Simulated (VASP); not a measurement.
Write the native input for VASP 6.6.1 that does the following.

| Quantity | Value |
| --- | --- |
| Task | single point |
| Functional | PBE |
| Potentials or basis | VASP PAW PBE potentials, release 64 (Ag, Cl) |
| Cutoff | 520 eV |
| k mesh | 10 × 10 × 4 |
| Occupations | gaussian, width 0.05 eV |
| Spin | no spin polarisation |
| Dipole correction | no |
| Further INCAR settings | ALGO = Normal; EDIFF = 1e-06; NBANDS = 46 |

The structure of AgCl lies in POSCAR:

```
AgCl
1.0
   -3.7861669437      0.0000000000      0.0000000000
    0.0000000000      0.0000000000      3.8937085080
    0.0000000000     11.6224404486      0.0000000000
Ag Cl
4 4
Direct
    1.0000000000      0.7500000000      0.6173585450
    0.5000000000      0.7500000000      0.1173585450
    1.0000000000      0.2500000000      0.4052626460
    0.5000000000      0.2500000000      0.9052626460
    0.0000000000      0.2500000000      0.0991049518
    0.5000000000      0.2500000000      0.5991049518
    0.0000000000      0.7500000000      0.8320626886
    0.5000000000      0.7500000000      0.3320626886
```

This cell differs from its parent crystal: mode 1 (-31.0 1/cm) frozen in, largest displacement -0.400 Å.

These files were run (other wordings do the same):

INCAR

```
PREC = Accurate
ENCUT = 520
EDIFF = 1E-6
ISMEAR = 0
SIGMA = 0.05
LREAL = F
LASPH = T
NELM = 100
ALGO = Normal
ISIF = 2
LWAVE = F
LCHARG = F
GGA = PE
NBANDS = 46
```

KPOINTS

```
Automatic mesh
0
Gamma
  10 10 4
```

Potentials or basis: VASP PAW PBE potentials, release 64 (Ag, Cl).

Run with:

```sh
$ cat potpaw_PBE.64/Ag/POTCAR potpaw_PBE.64/Cl/POTCAR > POTCAR
$ mpirun -np 1 vasp_std > vasp.out
```

Results of the run:

```json
{"Pressure": "1.0 GPa", "Largest force": "0.647 eV/Å", "Band gap on the k mesh": "0.41 eV"}
```

Caveat: the cell differs from its parent crystal (mode 1 (-31.0 1/cm) frozen in, largest displacement -0.400 Å).

Run time: 14 min on 1 thread of Intel(R) Xeon(R) Platinum 8259CL CPU @ 2.50GHz (Skylake/Cascade Lake) (shared host), peak memory 0.69 GiB.
